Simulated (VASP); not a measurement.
# BN (P6_3mc) in VASP: a series of runs, part 2 of 2

VASP 6.6.1. The steps go on from the part before.

### Step 4. Single point, r2SCAN

Input file POSCAR:

```
BN
1.0
    2.5439499968      0.0000000000      0.0000000000
   -1.2719749984      2.2031253232      0.0000000000
    0.0000000000      0.0000000000      4.2078153299
B N
2 2
Direct
    0.3333333333      0.6666666667      0.0002034648
    0.6666666667      0.3333333333      0.5002034648
    0.3333333333      0.6666666667      0.3747965352
    0.6666666667      0.3333333333      0.8747965352
```

Input file INCAR.step1:

```
SYSTEM = BN
PREC = Accurate ; ENCUT = 520
ISMEAR = 0 ; SIGMA = 0.01
LREAL = .FALSE. ; LASPH = .TRUE.
NELM = 60 ; NBANDS = 16
GGA = PE ; ALGO = Normal
EDIFF = 1E-4 ; LWAVE = .TRUE.
LCHARG = .FALSE.
```

Input file INCAR.step2:

```
SYSTEM = BN
PREC = Accurate ; ENCUT = 520
EDIFF = 1E-7 ; ISMEAR = 0
SIGMA = 0.01 ; LREAL = .FALSE.
LASPH = .TRUE. ; NELM = 60
ALGO = Normal ; ISIF = 2
LWAVE = .FALSE. ; LCHARG = .FALSE.
METAGGA = R2SCAN ; LMIXTAU = .TRUE.
NBANDS = 16 ; ISTART = 1
```

Input file KPOINTS:

```
Automatic mesh
0
G
  9 9 6
  0 0 0
```

Potentials or basis: VASP PAW PBE potentials, release 64 (B, N).

Run with:

```bash
> cat potpaw_PBE.64/B/POTCAR potpaw_PBE.64/N/POTCAR > POTCAR
> cp INCAR.step1 INCAR
> mpirun -np 1 vasp_std > vasp.out
> cp INCAR.step2 INCAR
> mpirun -np 1 vasp_std > vasp.out
```

OUTCAR:

```text
SYSTEM = BN
   PREC = Accurate
   ENCUT = 520
   EDIFF = 1E-7
   ISMEAR = 0
   LREAL = .FALSE.
   LASPH = .TRUE.
   NELM = 60
   ISIF = 2
   METAGGA = R2SCAN
   ISTART = 1

 ion  position               nearest neighbor table
   1  0.333  0.667  0.000-   4 1.56   4 1.56   4 1.56   3 1.58
   2  0.667  0.333  0.500-   3 1.56   3 1.56   3 1.56   4 1.58
   3  0.333  0.667  0.375-   2 1.56   2 1.56   2 1.56   1 1.58
   4  0.667  0.333  0.875-   1 1.56   1 1.56   1 1.56   2 1.58

  LATTYP: Found a hexagonal cell.
 ALAT       =     2.5439499968
 C/A-ratio  =     1.6540479708

  Lattice vectors:

 A1 = (   2.5439499968,   0.0000000000,   0.0000000000)
 A2 = (  -1.2719749984,   2.2031253232,   0.0000000000)
 A3 = (   0.0000000000,   0.0000000000,   4.2078153299)

Analysis of symmetry for initial positions (statically):
=====================================================================
 Subroutine PRICEL returns:
 Original cell was already a primitive cell.

 Routine SETGRP: Setting up the symmetry group for a
 hexagonal supercell.

 Subroutine GETGRP returns: Found 12 space group operations
 (whereof  6 operations were pure point group operations)
 out of a pool of 24 trial point group operations.

The static configuration has the point symmetry C_3v.
 The point group associated with its full space group is C_6v.

Analysis of symmetry for dynamics (positions and initial velocities):
=====================================================================
 Subroutine PRICEL returns:
 Original cell was already a primitive cell.

 Routine SETGRP: Setting up the symmetry group for a
 hexagonal supercell.

 Subroutine GETGRP returns: Found 12 space group operations
 (whereof  6 operations were pure point group operations)
 out of a pool of 24 trial point group operations.

The dynamic configuration has the point symmetry C_3v.
 The point group associated with its full space group is C_6v.

 Subroutine INISYM returns: Found 12 space group operations
 (whereof  6 operations are pure point group operations),
 and found     1 'primitive' translations

[... 121 lines left out ...]
  Thomas-Fermi vector in A             =   2.557470
   LORBIT       =      0    0 simple, 1 ext, 2 COOP (PROOUT), +10 PAW based schemes
   METAGGA = R2SCAN    functional components
   LHFCALC =     F    Hartree Fock is set to
   AEXX    =    0.0000 exact exchange contribution
   IVDW    =     0    specifies the selected vdW correction
   LEPSILON=     F    determine dielectric tensor
   LRPA    =     F    only Hartree local field effects (RPA)
 non-spin polarized calculation
 Gauss-broadening in eV      SIGMA  =   0.01
  energy-cutoff  :      520.00
  volume of cell :       23.58
 maximum number of plane-waves:       652
 NGX is ok and might be reduce to    20
   NGX =  9   NGY =  9   NGZ = 15

 number of electron      16.0000000 magnetization

 Free energy of the ion-electron system (eV)
  ---------------------------------------------------
  ext. energy  EPLUGINS =         0.00000000
  ---------------------------------------------------
  free energy    TOTEN  =       -38.26613418 eV

  energy without entropy =      -38.26613418  energy(sigma->0) =      -38.26613418

 E-fermi :   7.5355     XC(G=0): -13.6454

 val. band max:        7.4268050537   @ k =   0.0000   0.0000   0.0000
 cond. band min:      13.1450593412   @ k =   0.3333   0.3333   0.0000
 fundamental gap:      5.7182542875
 Fermi energy:         7.5355294719

 k-point     1 :       0.0000    0.0000    0.0000
  band No.  band energies     occupation
      1     -14.0658      2.00000
      2      -9.8251      2.00000
      3      -3.9046      2.00000
      4       5.2170      2.00000
      5       5.2170      2.00000
      6       7.1562      2.00000
[... 433 lines left out ...]
      3      -1.9339      2.00000
      4      -0.7523      2.00000
      5      -0.7523      2.00000
      6       1.3742      2.00000
[... 8 lines left out ...]
     15      24.6444      0.00000
     16      24.6444      0.00000

 [... further k-points ...]

------------------------ aborting loop because EDIFF is reached ----------------------------------------

  FORCE on cell =-STRESS in cart. coord.  units (eV):
  Direction    XX          YY          ZZ          XY          YZ          ZX
  --------------------------------------------------------------------------------------
  -------------------------------------------------------------------------------------
  Total        0.1658421      0.1658421      0.1613357      0.0000000      0.0000000      0.0000000
  in kB       11.2668077     11.2668077     10.9606593      0.0000000      0.0000000      0.0000000
  external PRESSURE =      11.1647583 kB  Pullay stress =       0.0000000 kB

 VOLUME and BASIS-vectors are now :
 -----------------------------------------------------------------------------
  energy-cutoff  :      520.00
  volume of cell :       23.58
      direct lattice vectors                 reciprocal lattice vectors
     2.543949997  0.000000000  0.000000000     0.393089487  0.226950321  0.000000000
    -1.271974998  2.203125323  0.000000000     0.000000000  0.453900643  0.000000000
     0.000000000  0.000000000  4.207815330     0.000000000  0.000000000  0.237653015

 POSITION                                       TOTAL-FORCE (eV/Angst)
 -----------------------------------------------------------------------------------
     -0.00000      1.46875      0.00086         0.000000     -0.000000      0.002417
      1.27197      0.73438      2.10476         0.000000      0.000000      0.002417
     -0.00000      1.46875      1.57707         0.000000     -0.000000     -0.002417
      1.27197      0.73438      3.68098        -0.000000      0.000000     -0.002417
 -----------------------------------------------------------------------------------
    total drift:                               -0.000000      0.000000     -0.002205

  FREE ENERGIE OF THE ION-ELECTRON SYSTEM (eV)
  ---------------------------------------------------
  free  energy   TOTEN  =       -38.2661341753 eV

  energy  without entropy=      -38.2661341753  energy(sigma->0) =      -38.26613418
```

OSZICAR.step1:

```text
N       E                     dE             d eps       ncg     rms          rms(c)
DAV:   1     0.354599274240E+02    0.35460E+02   -0.82617E+03  1536   0.972E+02
DAV:   2    -0.346934017521E+02   -0.70153E+02   -0.66222E+02  2184   0.227E+02
DAV:   3    -0.367731384290E+02   -0.20797E+01   -0.20759E+01  1800   0.359E+01
DAV:   4    -0.367779079199E+02   -0.47695E-02   -0.47692E-02  1856   0.197E+00
DAV:   5    -0.367779208118E+02   -0.12892E-04   -0.12892E-04  1584   0.948E-02    0.951E+00
DAV:   6    -0.349944739337E+02    0.17834E+01   -0.22329E+00  1920   0.136E+01    0.452E+00
DAV:   7    -0.348561392212E+02    0.13833E+00   -0.32378E-01  1936   0.458E+00    0.275E+00
DAV:   8    -0.348284610130E+02    0.27678E-01   -0.53392E-02  1800   0.188E+00    0.258E-01
DAV:   9    -0.348272576637E+02    0.12033E-02   -0.19057E-03  1744   0.521E-01    0.135E-01
DAV:  10    -0.348275312990E+02   -0.27364E-03   -0.47986E-04  1808   0.171E-01    0.253E-02
DAV:  11    -0.348275379344E+02   -0.66354E-05   -0.29093E-05   912   0.551E-02
   1 F= -.34827538E+02 E0= -.34827538E+02  d E =-.190797E-11
```

Wall time 89 s (1 thread of Intel Xeon 6975P-C, shared host); peak memory 0.14 GiB.

Results:

- Free energy: -38.2661 eV
- Pressure: 1.1 GPa
- Band gap on the k mesh: 5.72 eV, indirect (least direct gap 8.97 eV)

Forces in eV/Å, atoms in the order of the input:
```
B    0.000  0.000  0.002
B    0.000  0.000  0.002
N    0.000  0.000 -0.002
N    0.000  0.000 -0.002
```

Levels at points of the mesh, in eV from the valence-band top:
```tsv
k point	band 4	band 5	band 6	band 7	band 8	band 9	band 10	band 11	band 12	band 13
(0.00, 0.00, 0.00)	-2.21	-2.21	-0.27	0.00	0.00	9.08	9.08	9.31	10.22	11.55
(0.00, 0.00, 0.50)	-5.97	-1.22	-1.22	-1.22	-1.22	10.25	10.25	10.69	10.69	10.69
```

Caveat: the PAW data sets were made with another functional, which shifts forces and pressure a little. r2SCAN opens gaps a little over a GGA but as a rule still falls short of measured ones.

### Step 5. Single point, r2SCAN (volume changed by +3%)

Input file POSCAR:

```
BN
1.0
    2.5691392587      0.0000000000      0.0000000000
   -1.2845696294      2.2249398639      0.0000000000
    0.0000000000      0.0000000000      4.2494795775
B N
2 2
Direct
    0.3333333333      0.6666666667      0.0002034648
    0.6666666667      0.3333333333      0.5002034648
    0.3333333333      0.6666666667      0.3747965352
    0.6666666667      0.3333333333      0.8747965352
```

Input file INCAR.step1:

```
SYSTEM = BN
PREC = Accurate
ENCUT = 520
ISMEAR = 0
SIGMA = 0.01
LREAL = .False.
LASPH = .True.
NELM = 80
NBANDS = 16
GGA = PE
ALGO = Normal
EDIFF = 1E-4
LWAVE = .True.
LCHARG = .False.
```

Input file INCAR.step2:

```
SYSTEM = BN
PREC = Accurate
ENCUT = 520
EDIFF = 1E-7
ISMEAR = 0
SIGMA = 0.01
LREAL = .False.
LASPH = .True.
NELM = 80
ALGO = Normal
ISIF = 2
LWAVE = .False.
LCHARG = .False.
METAGGA = R2SCAN
LMIXTAU = .True.
NBANDS = 16
ISTART = 1
```

Input file KPOINTS:

```
Automatic mesh
0
Gamma
  9 9 6
  0 0 0
```

Run with:

```bash
> cat potpaw_PBE.64/B/POTCAR potpaw_PBE.64/N/POTCAR > POTCAR
> cp INCAR.step1 INCAR
> mpirun -np 1 vasp_std > vasp.out
> cp INCAR.step2 INCAR
> mpirun -np 1 vasp_std > vasp.out
```

It took 92 s on 1 thread of Intel Xeon 6975P-C, shared host; peak memory 0.14 GiB.

It converged, with:

| Item | Value |
| --- | --- |
| Free energy | -38.2477 eV |
| Pressure | -10.0 GPa |
| Largest force | 0.020 eV/Å |
| Band gap on the k mesh | 5.76 eV, indirect (least direct gap 8.81 eV) |

Forces in eV/Å, atoms in the order of the input:
```
B    0.000  0.000 -0.020
B    0.000  0.000 -0.020
N    0.000  0.000  0.020
N    0.000  0.000  0.020
```

Stress tensor (GPa, compression positive):
```
 -9.92   0.00   0.00
  0.00  -9.92   0.00
  0.00   0.00 -10.07
```

Levels at points of the mesh, in eV from the valence-band top:
```
           k point  band 5  band 6  band 7  band 8  band 9  band 10  band 11  band 12
(0.00, 0.00, 0.00)   -2.15   -0.26    0.00    0.00    8.95     8.95     9.13     9.84
(0.00, 0.00, 0.50)   -1.18   -1.18   -1.18   -1.18    9.95     9.95    10.52    10.52
```

Caveat: the PAW data sets were made with another functional, which shifts forces and pressure a little.

### Step 6. Summary

```tsv
level	cell	k mesh	gap on the mesh (eV)	pressure (GPa)	largest force (eV/Å)
PBE	a = 2.544, b = 2.544, c = 4.208 Å, angles 90.0, 90.0, 120.0°, 4 atoms	12 × 12 × 6	5.19	4.9	0.01
r2SCAN	a = 2.518, b = 2.518, c = 4.165 Å, angles 90.0, 90.0, 120.0°, 4 atoms	9 × 9 × 6	5.67	13.9	0.03
r2SCAN	a = 2.544, b = 2.544, c = 4.208 Å, angles 90.0, 90.0, 120.0°, 4 atoms	9 × 9 × 6	5.72	1.1	-
r2SCAN	a = 2.569, b = 2.569, c = 4.249 Å, angles 90.0, 90.0, 120.0°, 4 atoms	9 × 9 × 6	5.76	-10.0	0.02
```

Alike in all rows: task single point; potentials or basis VASP PAW PBE potentials, release 64 (B, N); no spin polarisation; cutoff (eV) 520; smearing gaussian 0.01 eV.

Caveats: the PAW data sets were made with another functional, which shifts forces and pressure a little (some runs).

Absolute energies hang on the potentials; compare differences alone.
